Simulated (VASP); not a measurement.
# Zr2Si3 (Pm-3m) in VASP: a series of runs

Zr2Si3 is run at these levels: PBE; tasks: single point.

Everything below comes from runs of VASP 6.6.1. Logs are shortened: lines on timing, memory, paths and dates and some standing lists are left out, and cuts for length are marked.

## 1. The cell of the first run

The structure is cubic, space group Pm-3m (No. 221). The conventional cell has a = 4.493 Å, b = 4.493 Å, c = 4.493 Å, α = 90.00°, β = 90.00°, γ = 90.00°. Within 3.0 Å of Zr (site symmetry m-3m) lie 6 Si at 2.25 Å. Zr (site symmetry m-3m) has 12 Si at 3.18 Å and 8 Zr at 3.89 Å within 4.2 Å. Si (site symmetry 4/mmm) has 2 Zr at 2.25 Å within 3.0 Å.

The cell was generated, and may not be a known phase.

## 2. Single point, PBE

Input file INCAR:

```
PREC = Accurate
ENCUT = 520
EDIFF = 1E-7
ISMEAR = 0
SIGMA = 0.1
LREAL = False
LASPH = True
NELM = 100
ALGO = Normal
ISIF = 2
LWAVE = False
LCHARG = True
GGA = PE
LELF = True
LVHAR = True
NBANDS = 26
```

Input file KPOINTS:

```
Automatic mesh
0
Gamma
  4 4 4
```

Input file POSCAR:

```
Zr2Si3
1.0
    4.4926824800      0.0000000000      0.0000000000
    0.0000000000      4.4926824800      0.0000000000
    0.0000000000      0.0000000000      4.4926824800
Zr Si
2 3
Direct
    0.0000000000      0.0000000000      0.0000000000
    0.5000000000      0.5000000000      0.5000000000
    0.5000000000      0.0000000000      0.0000000000
    0.0000000000      0.5000000000      0.0000000000
    0.0000000000      0.0000000000      0.5000000000
```

Potentials or basis: VASP PAW PBE potentials, release 64 (Zr_sv, Si).

Run with:

```console
$ cat potpaw_PBE.64/Zr_sv/POTCAR potpaw_PBE.64/Si/POTCAR > POTCAR
$ mpirun -np 1 vasp_std > vasp.out
```

OUTCAR:

```text
PREC = Accurate
   ENCUT = 520
   EDIFF = 1E-7
   ISMEAR = 0
   LREAL = False
   LASPH = True
   NELM = 100
   ISIF = 2
   GGA = PE

 ion  position               nearest neighbor table
   1  0.000  0.000  0.000-   3 2.25   4 2.25   5 2.25   5 2.25   4 2.25   3 2.25   2 3.89   2 3.89
                             2 3.89   2 3.89   2 3.89   2 3.89   2 3.89   2 3.89
   2  0.500  0.500  0.500-   3 3.18   4 3.18   5 3.18   3 3.18   4 3.18   3 3.18   5 3.18   3 3.18
                             4 3.18   5 3.18   4 3.18   5 3.18   1 3.89   1 3.89   1 3.89   1 3.89
   3  0.500  0.000  0.000-   1 2.25   1 2.25   2 3.18   2 3.18   2 3.18   2 3.18
   4  0.000  0.500  0.000-   1 2.25   1 2.25   2 3.18   2 3.18   2 3.18   2 3.18
   5  0.000  0.000  0.500-   1 2.25   1 2.25   2 3.18   2 3.18   2 3.18   2 3.18

  LATTYP: Found a simple cubic cell.
 ALAT       =     4.4926824800

  Lattice vectors:

 A1 = (   4.4926824800,   0.0000000000,   0.0000000000)
 A2 = (   0.0000000000,   4.4926824800,   0.0000000000)
 A3 = (   0.0000000000,   0.0000000000,   4.4926824800)

Analysis of symmetry for initial positions (statically):
=====================================================================
 Subroutine PRICEL returns:
 Original cell was already a primitive cell.

 Routine SETGRP: Setting up the symmetry group for a
 simple cubic supercell.

 Subroutine GETGRP returns: Found 48 space group operations
 (whereof 48 operations were pure point group operations)
 out of a pool of 48 trial point group operations.

The static configuration has the point symmetry O_h .

Analysis of symmetry for dynamics (positions and initial velocities):
=====================================================================
 Subroutine PRICEL returns:
 Original cell was already a primitive cell.

 Routine SETGRP: Setting up the symmetry group for a
 simple cubic supercell.

 Subroutine GETGRP returns: Found 48 space group operations
 (whereof 48 operations were pure point group operations)
 out of a pool of 48 trial point group operations.

The dynamic configuration has the point symmetry O_h .

 Subroutine INISYM returns: Found 48 space group operations
 (whereof 48 operations are pure point group operations),
 and found     1 'primitive' translations

----------------------------------------------------------------------------------------

                                     Primitive cell

  volume of cell :      90.6812

  direct lattice vectors                    reciprocal lattice vectors
     4.492682480  0.000000000  0.000000000     0.222584170  0.000000000  0.000000000
[... 82 lines left out ...]
   NFREE  =      0    steps in history (QN), initial steepest desc. (CG)
   ISIF   =      2    stress and relaxation
   ISYM   =      2    0-nonsym 1-usesym 2-fastsym
   POTIM  = 0.5000    time-step for ionic-motion
   TEBEG  =    0.0;   TEEND  =   0.0 temperature during run
   PSTRESS=    0.0 pullay stress
   NELECT =      36.0000    total number of electrons
   NUPDOWN=      -1.0000    fix difference up-down
   EMIN   =  10.00;   EMAX   =-10.00  energy-range for DOS
   EFERMI =   0.00;   METHOD = LEGACY
   ISMEAR =     0;   SIGMA  =   0.10  broadening in eV -4-tet -1-fermi 0-gaus
   EFERMI_NEDOS =   21; number of points for ismear=-14 and -15
   IALGO  =     38    algorithm
   IMIX   =      4    mixing-type and parameters
     AMIX     =   0.40;   BMIX     =  1.00
     AMIX_MAG =   1.60;   BMIX_MAG =  1.00
  volume/ion in A,a.u.               =      18.14       122.39
  Fermi-wavevector in a.u.,A,eV,Ry     =   1.203197  2.273712 19.696911  1.447682
  Thomas-Fermi vector in A             =   2.338957
   LORBIT       =      0    0 simple, 1 ext, 2 COOP (PROOUT), +10 PAW based schemes
   GGA     = PE    functional components
   LHFCALC =     F    Hartree Fock is set to
   AEXX    =    0.0000 exact exchange contribution
   IVDW    =     0    specifies the selected vdW correction
   LEPSILON=     F    determine dielectric tensor
   LRPA    =     F    only Hartree local field effects (RPA)
 non-spin polarized calculation
 Gauss-broadening in eV      SIGMA  =   0.10
  energy-cutoff  :      520.00
  volume of cell :       90.68
 maximum number of plane-waves:      2469
 NGX is ok and might be reduce to    36
   NGX = 17   NGY = 17   NGZ = 17

 number of electron      36.0000002 magnetization

 Free energy of the ion-electron system (eV)
  ---------------------------------------------------
  ext. energy  EPLUGINS =         0.00000000
  ---------------------------------------------------
  free energy    TOTEN  =       -28.11305198 eV

  energy without entropy =      -28.08991273  energy(sigma->0) =      -28.10148235

 E-fermi :   9.3785     XC(G=0): -10.9307

 val. band max:        9.3718365973   @ k =   0.2500   0.0000   0.0000
 cond. band min:       9.4016251828   @ k =   0.2500   0.2500   0.2500
 fundamental gap:      0.0297885856
 Fermi energy:         9.3784656624

 k-point     1 :       0.0000    0.0000    0.0000
  band No.  band energies     occupation
      1     -40.8280      2.00000
      2     -38.0194      2.00000
      3     -18.7944      2.00000
      4     -18.7944      2.00000
      5     -18.7944      2.00000
      6     -16.6740      2.00000
[... 279 lines left out ...]
     25      13.6569      0.00000
     26      13.6677      0.00000

------------------------ aborting loop because EDIFF is reached ----------------------------------------

  FORCE on cell =-STRESS in cart. coord.  units (eV):
  Direction    XX          YY          ZZ          XY          YZ          ZX
  --------------------------------------------------------------------------------------
  -------------------------------------------------------------------------------------
  Total       12.3917031     12.3917031     12.3917031     -0.0000000     -0.0000000     -0.0000000
  in kB      218.9396414    218.9396414    218.9396414     -0.0000000     -0.0000000     -0.0000000
  external PRESSURE =     218.9396414 kB  Pullay stress =       0.0000000 kB

 VOLUME and BASIS-vectors are now :
 -----------------------------------------------------------------------------
  energy-cutoff  :      520.00
  volume of cell :       90.68
      direct lattice vectors                 reciprocal lattice vectors
     4.492682480  0.000000000  0.000000000     0.222584170  0.000000000  0.000000000
     0.000000000  4.492682480  0.000000000     0.000000000  0.222584170  0.000000000
     0.000000000  0.000000000  4.492682480     0.000000000  0.000000000  0.222584170

 POSITION                                       TOTAL-FORCE (eV/Angst)
 -----------------------------------------------------------------------------------
      0.00000      0.00000      0.00000         0.000000      0.000000      0.000000
      2.24634      2.24634      2.24634         0.000000      0.000000      0.000000
      2.24634      0.00000      0.00000         0.000000      0.000000      0.000000
      0.00000      2.24634      0.00000         0.000000      0.000000      0.000000
      0.00000      0.00000      2.24634         0.000000      0.000000      0.000000
 -----------------------------------------------------------------------------------
    total drift:                                0.000000      0.000000      0.000000

  FREE ENERGIE OF THE ION-ELECTRON SYSTEM (eV)
  ---------------------------------------------------
  free  energy   TOTEN  =       -28.1130519774 eV

  energy  without entropy=      -28.0899127324  energy(sigma->0) =      -28.10148235
```

stdout:

```text
POSCAR found type information on POSCAR ZrSi
 POSCAR found :  2 types and       5 ions
 scaLAPACK will be used
 LDA part: xc-table for (Slater+PW92), standard interpolation
 POSCAR, INCAR and KPOINTS ok, starting setup
 FFT: planning ... GRIDC
 FFT: planning ... GRID_SOFT
 FFT: planning ... GRID
 WAVECAR not read
 entering main loop
```

Wall time 55 s (1 thread of Intel Xeon 8259CL, shared host); peak memory 0.2 GiB.

Results:

```yaml
Free_energy: -28.1131 eV
Pressure: 21.9 GPa
Band_gap_on_the_k_mesh: zero (bands 18 and 19 overlap by 1.05 eV)
```

Levels at points of the mesh, in eV from the Fermi level:
```
           k point  band 16  band 17  band 18  band 19  band 20  band 21
(0.00, 0.00, 0.00)    -1.43    -1.43    -0.39    -0.39     0.79     0.79
(0.50, 0.00, 0.00)    -2.75    -2.75    -0.99    -0.56     0.10     1.31
(0.50, 0.50, 0.00)    -2.72    -0.50    -0.50     0.39     0.65     0.98
(0.50, 0.50, 0.50)    -2.65    -2.65    -0.30     1.00     1.00     1.77
```

Caveat: the cell stands under pressure.

## 3. Single point, PBE

This run uses another cell than the first one, of 23.01 Å³/atom.

Input file INCAR:

```
SYSTEM = Zr2Si3
ALGO     = Normal         ! electronic algorithm
EDIFF    = 1E-6           ! SCF threshold, eV
ENCUT    = 520            ! plane-wave cutoff, eV
GGA      = PE             ! functional
ISIF     = 2              ! what is computed and relaxed
ISMEAR   = 0              ! smearing method
LASPH    = .True.         ! aspherical terms in the spheres
LCHARG   = .False.        ! write CHGCAR
LREAL    = .False.        ! projectors in reciprocal space
LWAVE    = .False.        ! write WAVECAR
NBANDS   = 26             ! bands
NELM     = 80             ! most SCF steps
PREC     = Accurate       ! precision mode
SIGMA    = 0.1            ! smearing width, eV
```

Input file KPOINTS:

```
k-points
0
Gamma
  4 4 4
  0 0 0
```

POSCAR: that of step 2 with these lines changed.

```diff
@@ -2,5 +2,5 @@
 1.0
-    4.4926824800      0.0000000000      0.0000000000
-    0.0000000000      4.4926824800      0.0000000000
-    0.0000000000      0.0000000000      4.4926824800
+    4.8635252278      0.0000000000      0.0000000000
+    0.0000000000      4.8635252278      0.0000000000
+    0.0000000000      0.0000000000      4.8635252278
 Zr Si
```

Potentials or basis: VASP PAW PBE potentials, release 64 (Zr_sv, Si).

Run with:

```console
$ cat potpaw_PBE.64/Zr_sv/POTCAR potpaw_PBE.64/Si/POTCAR > POTCAR
$ mpirun -np 1 vasp_std > vasp.out
```

OUTCAR:

```text
SYSTEM = Zr2Si3
   EDIFF = 1E-6
   ENCUT = 520
   GGA = PE
   ISIF = 2
   ISMEAR = 0
   LASPH = .True.
   LREAL = .False.
   NELM = 80
   PREC = Accurate

 ion  position               nearest neighbor table
   1  0.000  0.000  0.000-   3 2.43   4 2.43   5 2.43   5 2.43   4 2.43   3 2.43
   2  0.500  0.500  0.500-   3 3.44   4 3.44   5 3.44   3 3.44   4 3.44   3 3.44   5 3.44   3 3.44
                             4 3.44   5 3.44   4 3.44   5 3.44
   3  0.500  0.000  0.000-   1 2.43   1 2.43   2 3.44   2 3.44   2 3.44   2 3.44
   4  0.000  0.500  0.000-   1 2.43   1 2.43   2 3.44   2 3.44   2 3.44   2 3.44
   5  0.000  0.000  0.500-   1 2.43   1 2.43   2 3.44   2 3.44   2 3.44   2 3.44

  LATTYP: Found a simple cubic cell.
 ALAT       =     4.8635252278

  Lattice vectors:

 A1 = (   4.8635252278,   0.0000000000,   0.0000000000)
 A2 = (   0.0000000000,   4.8635252278,   0.0000000000)
 A3 = (   0.0000000000,   0.0000000000,   4.8635252278)

Analysis of symmetry for initial positions (statically):
=====================================================================
 Subroutine PRICEL returns:
[... 161 lines left out ...]

 E-fermi :   6.8023     XC(G=0):  -9.9274

 val. band max:        6.7976353400   @ k =   0.5000   0.2500   0.2500
 cond. band min:       6.8565328140   @ k =   0.5000   0.2500   0.0000
 fundamental gap:      0.0588974740
 Fermi energy:         6.8023053833

 k-point     1 :       0.0000    0.0000    0.0000
  band No.  band energies     occupation
      1     -43.8445      2.00000
      2     -41.0643      2.00000
      3     -21.7664      2.00000
      4     -21.7664      2.00000
      5     -21.7664      2.00000
      6     -19.4155      2.00000
[... 279 lines left out ...]
     25      10.1824      0.00000
     26      10.1824      0.00000

------------------------ aborting loop because EDIFF is reached ----------------------------------------

  FORCE on cell =-STRESS in cart. coord.  units (eV):
  Direction    XX          YY          ZZ          XY          YZ          ZX
  --------------------------------------------------------------------------------------
  -------------------------------------------------------------------------------------
  Total       -0.0632936     -0.0632936     -0.0632936     -0.0000000     -0.0000000     -0.0000000
  in kB       -0.8814887     -0.8814887     -0.8814887     -0.0000000     -0.0000000     -0.0000000
  external PRESSURE =      -0.8814887 kB  Pullay stress =       0.0000000 kB

 VOLUME and BASIS-vectors are now :
 -----------------------------------------------------------------------------
  energy-cutoff  :      520.00
  volume of cell :      115.04
      direct lattice vectors                 reciprocal lattice vectors
     4.863525228  0.000000000  0.000000000     0.205612175  0.000000000  0.000000000
     0.000000000  4.863525228  0.000000000     0.000000000  0.205612175  0.000000000
     0.000000000  0.000000000  4.863525228     0.000000000  0.000000000  0.205612175

 POSITION                                       TOTAL-FORCE (eV/Angst)
 -----------------------------------------------------------------------------------
      0.00000      0.00000      0.00000         0.000000      0.000000      0.000000
      2.43176      2.43176      2.43176         0.000000      0.000000      0.000000
      2.43176      0.00000      0.00000         0.000000      0.000000      0.000000
      0.00000      2.43176      0.00000         0.000000      0.000000      0.000000
      0.00000      0.00000      2.43176         0.000000      0.000000      0.000000
 -----------------------------------------------------------------------------------
    total drift:                                0.000000      0.000000      0.000000

  FREE ENERGIE OF THE ION-ELECTRON SYSTEM (eV)
  ---------------------------------------------------
  free  energy   TOTEN  =       -29.4736576753 eV

  energy  without entropy=      -29.4330676320  energy(sigma->0) =      -29.45336265
```

It took 60 s on 1 thread of Intel Xeon 8259CL, shared host; peak memory 0.21 GiB.

Results:

* Free energy: -29.4737 eV
* Pressure: -0.1 GPa
* Band gap on the k mesh: zero (bands 18 and 19 overlap by 0.59 eV)

The gap in the log of VASP goes by the Fermi energy; the results here count the filled bands.